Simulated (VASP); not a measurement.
# Au (P6_3/mmc) in VASP: single point with PBE

Aim: the single point of Au with PBE.

All numbers are computed with VASP 6.6.1; they aren't measurements. Logs are shortened: lines on timing, memory, paths and dates and some standing lists are left out, and cuts for length are marked.

## 1. The cell of the first run

Symmetry: P6_3/mmc, No. 194, hexagonal system. Conventional cell: a = 2.900 Å, b = 2.900 Å, c = 4.880 Å, α = 90.00°, β = 90.00°, γ = 120.00°. Au (site symmetry -6m2) has 12 Au at 2.90 to 2.96 Å within 3.8 Å.

## 2. Single point, PBE, non-collinear spin, zero start, spin-orbit coupling

Input file INCAR:

```
ALGO     = Normal         # electronic algorithm
EDIFF    = 1E-6           # SCF threshold, eV
ENCUT    = 500            # plane-wave cutoff, eV
GGA      = PE             # functional
GGA_COMPAT= False        
ISIF     = 2              # what is computed and relaxed
ISMEAR   = -1             # smearing method
LASPH    = True           # aspherical terms in the spheres
LCHARG   = False          # write CHGCAR
LMAXMIX  = 4              # l up to which the mixer works
LNONCOLLINEAR= True           # non-collinear magnetism
LORBIT   = 11             # projections on sites
LORBMOM  = True         
LREAL    = False          # projectors in reciprocal space
LSORBIT  = True           # spin-orbit coupling
LWAVE    = False          # write WAVECAR
MAGMOM   = 0 0 0 0 0 0    # initial moments
NBANDS   = 34             # bands
NELM     = 200            # most SCF steps
PREC     = Accurate       # precision mode
SIGMA    = 0.03           # smearing width, eV
```

Input file KPOINTS:

```
k-points
0
Gamma
  14 14 8
```

Input file POSCAR:

```
Au
1.0
    2.8999984104      0.0000000000      0.0000000000
   -1.4499992052      2.5114722944      0.0000000000
    0.0000000000      0.0000000000      4.8800000000
Au
2
Direct
    0.3333333333      0.6666666667      0.7500000000
    0.6666666667      0.3333333333      0.2500000000
```

Potentials or basis: VASP PAW PBE potentials, release 64 (Au).

Started as:

```bash
> cat potpaw_PBE.64/Au/POTCAR > POTCAR
> mpirun -np 1 vasp_ncl > vasp.out
```

OUTCAR:

```text
EDIFF = 1E-6
   ENCUT = 500
   GGA = PE
   ISIF = 2
   ISMEAR = -1
   LASPH = True
   LNONCOLLINEAR = True
   LORBIT = 11
   LREAL = False
   LSORBIT = True
   NELM = 200
   PREC = Accurate

 ion  position               nearest neighbor table
   1  0.333  0.667  0.750-   2 2.96   2 2.96   2 2.96   2 2.96   2 2.96   2 2.96
   2  0.667  0.333  0.250-   1 2.96   1 2.96   1 2.96   1 2.96   1 2.96   1 2.96

  LATTYP: Found a hexagonal cell.
 ALAT       =     2.8999984104
 C/A-ratio  =     1.6827595431

  Lattice vectors:

 A1 = (   2.8999984104,   0.0000000000,   0.0000000000)
 A2 = (  -1.4499992052,   2.5114722944,   0.0000000000)
 A3 = (   0.0000000000,   0.0000000000,   4.8800000000)

Analysis of symmetry for initial positions (statically):
=====================================================================
 Subroutine PRICEL returns:
 Original cell was already a primitive cell.

 Routine SETGRP: Setting up the symmetry group for a
 hexagonal supercell.

 Subroutine GETGRP returns: Found 24 space group operations
 (whereof 12 operations were pure point group operations)
 out of a pool of 24 trial point group operations.

The static configuration has the point symmetry D_3d.
 The point group associated with its full space group is D_6h.

Analysis of symmetry for dynamics (positions and initial velocities):
=====================================================================
 Subroutine PRICEL returns:
 Original cell was already a primitive cell.

 Routine SETGRP: Setting up the symmetry group for a
 hexagonal supercell.

 Subroutine GETGRP returns: Found 24 space group operations
 (whereof 12 operations were pure point group operations)
 out of a pool of 24 trial point group operations.

The dynamic configuration has the point symmetry D_3d.
 The point group associated with its full space group is D_6h.

Analysis of structural, dynamic, and magnetic symmetry:
=====================================================================
 Subroutine PRICEL returns:
 Original cell was already a primitive cell.

 Routine SETGRP: Setting up the symmetry group for a
 hexagonal supercell.

 Subroutine GETGRP returns: Found 24 space group operations
 (whereof 12 operations were pure point group operations)
 out of a pool of 24 trial point group operations.

The overall configuration has the point symmetry D_3d.
 The point group associated with its full space group is D_6h.

 Subroutine INISYM returns: Found 24 space group operations
 (whereof 12 operations are pure point group operations),
 and found     1 'primitive' translations

----------------------------------------------------------------------------------------

                                     Primitive cell

  volume of cell :      35.5423

  direct lattice vectors                    reciprocal lattice vectors
     2.899998410  0.000000000  0.000000000     0.344827775  0.199086409  0.000000000
    -1.449999205  2.511472294  0.000000000     0.000000000  0.398172818  0.000000000
     0.000000000  0.000000000  4.880000000     0.000000000  0.000000000  0.204918033

  length of vectors
     2.899998410  2.899998410  4.880000000     0.398172818  0.398172818  0.204918033

  position of ions in fractional coordinates (direct lattice)
     0.333333333  0.666666667  0.750000000
     0.666666667  0.333333333  0.250000000

  ion indices of the primitive-cell ions
   primitive index   ion index
                 1           1
                 2           2

----------------------------------------------------------------------------------------

 KPOINTS: k-points

Automatic generation of k-mesh.
 Grid dimensions read from file:
 generate k-points for:   14   14    8

 Generating k-lattice:

  Cartesian coordinates                     Fractional coordinates (reciprocal lattice)
[... 100 lines left out ...]

 number of electron      22.0000001 magnetization       0.0000000      0.0000000     -0.0000000

 Free energy of the ion-electron system (eV)
  ---------------------------------------------------
  ext. energy  EPLUGINS =         0.00000000
  ---------------------------------------------------
  free energy    TOTEN  =        -6.98989735 eV

  energy without entropy =       -6.98602484  energy(sigma->0) =       -6.98796109

 E-fermi :   8.8198     XC(G=0): -12.4757

 val. band max:        8.8178936099   @ k =   0.3571   0.1429   0.2500
 cond. band min:       8.8284743677   @ k =   0.1429   0.1429   0.2500
 fundamental gap:      0.0105807579
 Fermi energy:         8.8198082532

 k-point     1 :       0.0000    0.0000    0.0000
  band No.  band energies     occupation
      1      -0.6342      1.00000
      2      -0.6342      1.00000
      3       1.6562      1.00000
      4       1.6562      1.00000
      5       3.6353      1.00000
      6       3.6353      1.00000
[... 877 lines left out ...]
     33      19.2422      0.00000
     34      19.2422      0.00000

 [... further k-points ...]

------------------------ aborting loop because EDIFF is reached ----------------------------------------

  FORCE on cell =-STRESS in cart. coord.  units (eV):
  Direction    XX          YY          ZZ          XY          YZ          ZX
  --------------------------------------------------------------------------------------
  -------------------------------------------------------------------------------------
  Total        0.1650919      0.1650919     -0.0020823      0.0000000     -0.0000000      0.0000000
  in kB        7.4420116      7.4420116     -0.0938670      0.0000000     -0.0000000      0.0000000
  external PRESSURE =       4.9300521 kB  Pullay stress =       0.0000000 kB

 VOLUME and BASIS-vectors are now :
 -----------------------------------------------------------------------------
  energy-cutoff  :      500.00
  volume of cell :       35.54
      direct lattice vectors                 reciprocal lattice vectors
     2.899998410  0.000000000  0.000000000     0.344827775  0.199086409  0.000000000
    -1.449999205  2.511472294  0.000000000     0.000000000  0.398172818  0.000000000
     0.000000000  0.000000000  4.880000000     0.000000000  0.000000000  0.204918033

 POSITION                                       TOTAL-FORCE (eV/Angst)
 -----------------------------------------------------------------------------------
     -0.00000      1.67431      3.66000         0.000000      0.000000     -0.000000
      1.45000      0.83716      1.22000        -0.000000      0.000000      0.000000
 -----------------------------------------------------------------------------------
    total drift:                                0.000000      0.000000      0.000000

  FREE ENERGIE OF THE ION-ELECTRON SYSTEM (eV)
  ---------------------------------------------------
  free  energy   TOTEN  =        -6.9898973512 eV

  energy  without entropy=       -6.9860248386  energy(sigma->0) =       -6.98796109

 orbital moment (x)

 # of ion     p       d       tot
 ----------------------------------------
  1         0.000  -0.000  -0.000
  2         0.000  -0.000  -0.000
 ----------------------------------------
            0.000  -0.000  -0.000

 orbital moment (y)

 # of ion     p       d       tot
 ----------------------------------------
  1        -0.000   0.000   0.000
  2        -0.000   0.000   0.000
 ----------------------------------------
           -0.000   0.000   0.000

 orbital moment (z)

 # of ion     p       d       tot
 ----------------------------------------
  1         0.000   0.000   0.000
  2         0.000   0.000   0.000
 ----------------------------------------
            0.000   0.000   0.000

 Spin-Orbit-Coupling matrix elements

 Ion:    1  E_soc:     -0.5768274
 l=   1
     0.0000000    -0.0243760    -0.0252210
    -0.0243760     0.0000000    -0.0243760
    -0.0252210    -0.0243760     0.0000000
 l=   2
     0.0000000    -0.0138465     0.0000000    -0.0138465    -0.0582400
    -0.0138465     0.0000000    -0.0437665    -0.0132818    -0.0138465
     0.0000000    -0.0437665     0.0000000    -0.0437665     0.0000000
    -0.0138465    -0.0132818    -0.0437665     0.0000000    -0.0138465
    -0.0582400    -0.0138465     0.0000000    -0.0138465     0.0000000
 l=   3
     0.0000000     0.0000000     0.0000000     0.0000000     0.0000000     0.0000000     0.0000000
     0.0000000     0.0000000     0.0000000     0.0000000     0.0000000     0.0000000     0.0000000
     0.0000000     0.0000000     0.0000000     0.0000000     0.0000000     0.0000000     0.0000000
     0.0000000     0.0000000     0.0000000     0.0000000     0.0000000     0.0000000     0.0000000
     0.0000000     0.0000000     0.0000000     0.0000000     0.0000000     0.0000000     0.0000000
     0.0000000     0.0000000     0.0000000     0.0000000     0.0000000     0.0000000     0.0000000
     0.0000000     0.0000000     0.0000000     0.0000000     0.0000000     0.0000000     0.0000000

 Ion:    2  E_soc:     -0.5768274
 l=   1
     0.0000000    -0.0243760    -0.0252210
    -0.0243760     0.0000000    -0.0243760
    -0.0252210    -0.0243760     0.0000000
 l=   2
     0.0000000    -0.0138465     0.0000000    -0.0138465    -0.0582400
    -0.0138465     0.0000000    -0.0437665    -0.0132818    -0.0138465
     0.0000000    -0.0437665     0.0000000    -0.0437665     0.0000000
    -0.0138465    -0.0132818    -0.0437665     0.0000000    -0.0138465
    -0.0582400    -0.0138465     0.0000000    -0.0138465     0.0000000
 l=   3
     0.0000000     0.0000000     0.0000000     0.0000000     0.0000000     0.0000000     0.0000000
     0.0000000     0.0000000     0.0000000     0.0000000     0.0000000     0.0000000     0.0000000
     0.0000000     0.0000000     0.0000000     0.0000000     0.0000000     0.0000000     0.0000000
     0.0000000     0.0000000     0.0000000     0.0000000     0.0000000     0.0000000     0.0000000
     0.0000000     0.0000000     0.0000000     0.0000000     0.0000000     0.0000000     0.0000000
     0.0000000     0.0000000     0.0000000     0.0000000     0.0000000     0.0000000     0.0000000
     0.0000000     0.0000000     0.0000000     0.0000000     0.0000000     0.0000000     0.0000000

 total charge

# of ion       s       p       d       tot
------------------------------------------
    1        0.530   0.339   8.736   9.605
    2        0.530   0.339   8.736   9.605
--------------------------------------------------
tot          1.060   0.677  17.472  19.210

 magnetization (x)

# of ion       s       p       d       tot
------------------------------------------
    1        0.000   0.000   0.000   0.000
    2        0.000   0.000   0.000   0.000
--------------------------------------------------
tot          0.000   0.000   0.000   0.000

 magnetization (y)

# of ion       s       p       d       tot
------------------------------------------
    1        0.000  -0.000  -0.000  -0.000
    2        0.000   0.000   0.000   0.000
--------------------------------------------------
tot          0.000   0.000  -0.000  -0.000

 magnetization (z)

# of ion       s       p       d       tot
------------------------------------------
    1        0.000   0.000   0.000   0.000
    2        0.000   0.000   0.000   0.000
--------------------------------------------------
tot          0.000   0.000   0.000   0.000
```

Run time: 3.1 min. Hardware: 1 thread of AMD EPYC 9R45 (Zen 5), shared host; peak memory 0.33 GiB.

Results:

* Free energy: -6.9899 eV
* Pressure: 0.5 GPa
* Net moment: 0.00 μB per cell
* Valence electrons inside the program's atomic spheres: Au 9.61

Stress tensor (GPa, compression positive):
```
 0.74  0.00  0.00
 0.00  0.74  0.00
 0.00  0.00 -0.01
```

Moments on the atoms (μB; x, y, z):
```
Au  0.00 0.00 0.00
Au  0.00 0.00 0.00
```
